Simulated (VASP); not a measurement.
Here is a VASP 6.6.1 calculation.

The input POSCAR:

```
SnTe
1.0
    0.0000000000      3.5477796805      3.5477796805
    3.5477796805      0.0000000000      3.5477796805
    3.5477796805      3.5477796805      0.0000000000
Sn Te
1 1
Direct
    0.0000000000      0.0000000000      0.0000000000
    0.2500000000      0.2500000000      0.2500000000
```

Contents of INCAR.step1:

```
PREC = Accurate ; ENCUT = 520
ISMEAR = -1 ; SIGMA = 0.02
LREAL = False ; LASPH = True
NELM = 60 ; NBANDS = 17
GGA = PE ; ALGO = Normal
EDIFF = 1E-4 ; LWAVE = True
LCHARG = False
```

The input INCAR.step2:

```
PREC = Accurate ; ENCUT = 520
EDIFF = 1E-6 ; ISMEAR = -1
SIGMA = 0.02 ; LREAL = False
LASPH = True ; NELM = 60
ALGO = Normal ; ISIF = 2
LWAVE = False ; LCHARG = True
METAGGA = R2SCAN ; LMIXTAU = True
LELF = True ; LVHAR = True
NBANDS = 17 ; ISTART = 1
```

The input KPOINTS:

```
Automatic mesh
0
Gamma
  6 6 6
```

Potentials or basis: VASP PAW PBE potentials, release 64 (Sn_d, Te).

Command:

```console
$ cat potpaw_PBE.64/Sn_d/POTCAR potpaw_PBE.64/Te/POTCAR > POTCAR
$ cp INCAR.step1 INCAR
$ mpirun -np 1 vasp_std > vasp.out
$ cp INCAR.step2 INCAR
$ mpirun -np 1 vasp_std > vasp.out
```

(1) Estimate the band gap on the k mesh.

(2) Estimate the pressure.

Answers

(1) 0.21 eV (least direct gap 0.83 eV).

(2) 0.9 GPa.

Caveat: the PAW data sets were made with another functional, which shifts forces and pressure a little; spin-orbit coupling is left out, which moves the levels of the heavy elements.
